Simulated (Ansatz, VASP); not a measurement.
# BN in VASP and in Ansatz

```
B N
1.0
     0.06180    1.80763    1.80763
     1.80763    0.06180    1.80763
     1.80763    1.80763    0.06180
B N
1 1
Direct
  0.00000 0.00000 0.00000
  0.50000 0.50000 0.50000
```

Change from the starting cell: shear_111 strain +5.3%.

Alike in both runs: task single point; functional r2SCAN; k mesh 12 × 12 × 12; no spin polarisation.

|  | VASP | Ansatz |
| --- | --- | --- |
| version | VASP 6.6.1 | Ansatz 0.2.0 |
| potentials or method | VASP PAW PBE potentials, release 64 (B, N) | plane waves, PAW |
| plane-wave cutoff (eV) | 520 | 500 |
| occupations | gaussian, width 0.01 eV | fixed |
| valence electrons in the cell | 8 | 8 |

Ansatz gave:

- gap on the k mesh at the Fermi level (eV): 0.59
- pressure (GPa): -17.8
- traceless stress, the component that is largest in VASP (GPa): -21.67

Question: Estimate VASP's values.

Answer: gap on the k mesh at the Fermi level (eV): 0.58; pressure (GPa): -17.6; traceless stress, the component that is largest in VASP (GPa): -21.68.

VASP's potentials were made for PBE, not for r2SCAN.
